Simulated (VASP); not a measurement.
Set up this calculation in VASP 6.6.1, as the native input.

| Quantity | Value |
| --- | --- |
| Task | single point |
| Functional | r2SCAN |
| Potentials or basis | VASP PAW PBE potentials, release 64 (Ga_d, N) |
| Cutoff | 520 eV |
| k mesh | 6 × 6 × 6 |
| Occupations | gaussian, width 0.2 eV |
| Spin | no spin polarisation |
| Dipole correction | no |
| Further INCAR settings | ALGO = Normal; EDIFF = 1e-06; NBANDS = 46 |

GaN:

```
Ga N
1.0
     4.50700    0.00000    0.00000
     0.00000   -4.50700    0.00000
     0.00000    0.00000   -4.50700
Ga N
4 4
Direct
  0.00000 0.50000 0.50000
  0.50000 0.00000 0.50000
  0.50000 0.50000 0.00000
  0.00000 0.00000 0.00000
  0.75000 0.75000 0.75000
  0.25000 0.25000 0.75000
  0.25000 0.75000 0.25000
  0.75000 0.25000 0.25000
```

One way to write it, as run:

POSCAR

```
GaN
1.0
    4.5070012150      0.0000000000      0.0000000000
    0.0000000000     -4.5070012150      0.0000000000
    0.0000000000      0.0000000000     -4.5070012150
Ga N
4 4
Direct
    0.0000000000      0.5000000000      0.5000000000
    0.5000000000      0.0000000000      0.5000000000
    0.5000000000      0.5000000000      0.0000000000
    0.0000000000      0.0000000000      0.0000000000
    0.7500000000      0.7500000000      0.7500000000
    0.2500000000      0.2500000000      0.7500000000
    0.2500000000      0.7500000000      0.2500000000
    0.7500000000      0.2500000000      0.2500000000
```

INCAR.step1

```
PREC     = Accurate       # precision mode
ENCUT    = 520            # plane-wave cutoff, eV
ISMEAR   = 0              # smearing method
SIGMA    = 0.2            # smearing width, eV
LREAL    = False          # projectors in reciprocal space
LASPH    = True           # aspherical terms in the spheres
NELM     = 80             # most SCF steps
NBANDS   = 46             # bands
GGA      = PE             # functional
ALGO     = Normal         # electronic algorithm
EDIFF    = 1E-4           # SCF threshold, eV
LWAVE    = True           # write WAVECAR
LCHARG   = False          # write CHGCAR
```

INCAR.step2

```
PREC     = Accurate       # precision mode
ENCUT    = 520            # plane-wave cutoff, eV
EDIFF    = 1E-6           # SCF threshold, eV
ISMEAR   = 0              # smearing method
SIGMA    = 0.2            # smearing width, eV
LREAL    = False          # projectors in reciprocal space
LASPH    = True           # aspherical terms in the spheres
NELM     = 80             # most SCF steps
ALGO     = Normal         # electronic algorithm
ISIF     = 2              # what is computed and relaxed
LWAVE    = False          # write WAVECAR
LCHARG   = False          # write CHGCAR
METAGGA  = R2SCAN         # meta-GGA
LMIXTAU  = True         
NBANDS   = 46             # bands
ISTART   = 1
```

KPOINTS

```
regular mesh
0
Gamma
  6 6 6
```

Potentials or basis: VASP PAW PBE potentials, release 64 (Ga_d, N).

Launch:

```console
$ cat potpaw_PBE.64/Ga_d/POTCAR potpaw_PBE.64/N/POTCAR > POTCAR
$ cp INCAR.step1 INCAR
$ mpirun -np 1 vasp_std > vasp.out
$ cp INCAR.step2 INCAR
$ mpirun -np 1 vasp_std > vasp.out
```

Results of the run:

```yaml
Pressure: -0.3 GPa
Band_gap_on_the_k_mesh: 2.12 eV
```

Caveat: the PAW data sets were made with another functional, which shifts forces and pressure a little.

Run time: 4.3 min on 1 thread of Intel(R) Xeon(R) Platinum 8259CL CPU @ 2.50GHz (Skylake/Cascade Lake), on a shared host, peak memory 0.25 GiB.
